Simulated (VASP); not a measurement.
Set up this calculation in VASP 6.6.1, as the native input.

- Task: single point
- Functional: LDA
- Potentials or basis: VASP PAW LDA potentials, release 64 (Mg, S)
- Cutoff: 520 eV
- k mesh: 6 × 6 × 4
- Occupations: gaussian, width 0.01 eV
- Spin: no spin polarisation
- Dipole correction: no
- Further INCAR settings: ALGO = Normal; EDIFF = 1e-07; NBANDS = 16

The structure of MgS lies in POSCAR:

```
MgS
1.0
    3.8250082724     -0.0000000027      0.0000000000
   -1.9125041338      3.3125543349      0.0000000000
    0.0000000000      0.0000000000      4.6681396596
Mg S
2 2
Direct
    0.6666666667      0.3333333333      0.4374995576
    0.3333333333      0.6666666667      0.9374995576
    0.3333333333      0.6666666667      0.4374994424
    0.6666666667      0.3333333333      0.9374994424
```

These files were run (other wordings do the same):

INCAR

```
PREC = Accurate
ENCUT = 520
EDIFF = 1E-7
ISMEAR = 0
SIGMA = 0.01
LREAL = F
LASPH = T
NELM = 60
ALGO = Normal
ISIF = 2
LWAVE = F
LCHARG = F
GGA = CA
NBANDS = 16
```

KPOINTS

```
regular mesh
0
Gamma
  6 6 4
```

Potentials or basis: VASP PAW LDA potentials, release 64 (Mg, S).

Launch:

```bash
$ cat potpaw_LDA.64/Mg/POTCAR potpaw_LDA.64/S/POTCAR > POTCAR
$ mpirun -np 1 vasp_std > vasp.out
```

It gave:

| Item | Value |
| --- | --- |
| Pressure | 39.8 GPa |
| Band gap on the k mesh | 2.72 eV, indirect (least direct gap 3.36 eV) |

Run time: 16 s on 1 thread of Intel Xeon 6975P-C (shared host), peak memory 0.15 GiB.
